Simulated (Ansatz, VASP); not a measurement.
**Two plane-wave programs on HfSn2S6**

Contents of INCAR:

```
SYSTEM = HfSn2S6
  ALGO = Normal
  EDIFF = 1E-6
  ENCUT = 520
  GGA = PE
  ISIF = 2
  ISMEAR = 0
  LASPH = .TRUE.
  LCHARG = .FALSE.
  LREAL = .FALSE.
  LWAVE = .FALSE.
  NBANDS = 47
  NELM = 100
  PREC = Accurate
  SIGMA = 0.1
```

Contents of KPOINTS:

```
k-points
0
G
  6 6 1
  0 0 0
```

Contents of POSCAR:

```
HfSn2S6
1.0
    3.6684297000      0.0000000000      0.0000000000
   -1.8342148500      3.1769533100      0.0000000000
    0.0000000000      0.0000000000     18.6566121100
Hf Sn S
1 2 6
Direct
    0.0000000000      0.0000000000      0.5000000000
    0.0000000000      0.0000000000      0.8333333300
    0.0000000000      0.0000000000      0.1666666700
    0.3333333300      0.6666666700      0.9115511600
    0.3333333300      0.6666666700      0.2448844900
    0.3333333300      0.6666666700      0.5782178200
    0.6666666700      0.3333333300      0.0884488400
    0.6666666700      0.3333333300      0.4217821800
    0.6666666700      0.3333333300      0.7551155100
```

Input for Ansatz:

```yaml
crystal:
  lattice:
    - [3.6684297, 0.0, 0.0]
    - [-1.83421485, 3.17695331, 0.0]
    - [0.0, 0.0, 18.65661211]
  atoms:
    - { symbol: Hf, position: [0.0, 0.0, 0.5] }
    - { symbol: Sn, position: [0.0, 0.0, 0.83333333] }
    - { symbol: Sn, position: [0.0, 0.0, 0.16666667] }
    - { symbol: S, position: [0.33333333, 0.66666667, 0.91155116] }
    - { symbol: S, position: [0.33333333, 0.66666667, 0.24488449] }
    - { symbol: S, position: [0.33333333, 0.66666667, 0.57821782] }
    - { symbol: S, position: [0.66666667, 0.33333333, 0.08844884] }
    - { symbol: S, position: [0.66666667, 0.33333333, 0.42178218] }
    - { symbol: S, position: [0.66666667, 0.33333333, 0.75511551] }
basis:
  ecutwfc: 420
kpoints:
  mp_grid: { grid: [6, 6, 1] }
hamiltonian:
  xc: pbe
scf:
  occupations: { method: gaussian, width: 0.1 }
  lower_state_search: "off"
output:
  forces: true
  stress: true
  eigenvalues: true
```

Alike in both runs: task single point; functional PBE; k mesh 6 × 6 × 1; occupations gaussian, width 0.1 eV; no spin polarisation.

|  | VASP | Ansatz |
| --- | --- | --- |
| version | VASP 6.6.1 | Ansatz 0.2.0 |
| potentials or method | VASP PAW PBE potentials, release 64 (Hf_pv, Sn_d, S), cutoff 520 eV | scalar-relativistic, plane waves, PAW |
| valence electrons in the cell | 74 | 90 |

|  | VASP | Ansatz | Ansatz less VASP |
| --- | --- | --- | --- |
| gap on the k mesh at the Fermi level (eV) | 1.21 | 1.19 | -0.019 |
| least direct gap on the mesh (eV) | 1.76 | 1.77 | +0.010 |
| pressure (GPa) | 1.0 | 1.3 | +0.26 |
| traceless stress, the component that is largest in VASP (GPa) | 0.16 | 0.11 | -0.045 |
| rms of the force components (eV/Å) | 0.142 | 0.133 | -0.0090 |

Atom by atom the forces differ by 0.018 eV/Å (rms over components). The functional is the same, so the differences come from potentials, cutoffs and numerics. VASP's potentials hold 74 valence electrons a cell and Ansatz's 90, so a difference there can come from the potentials and not from the codes.

Spin-orbit coupling is off throughout.
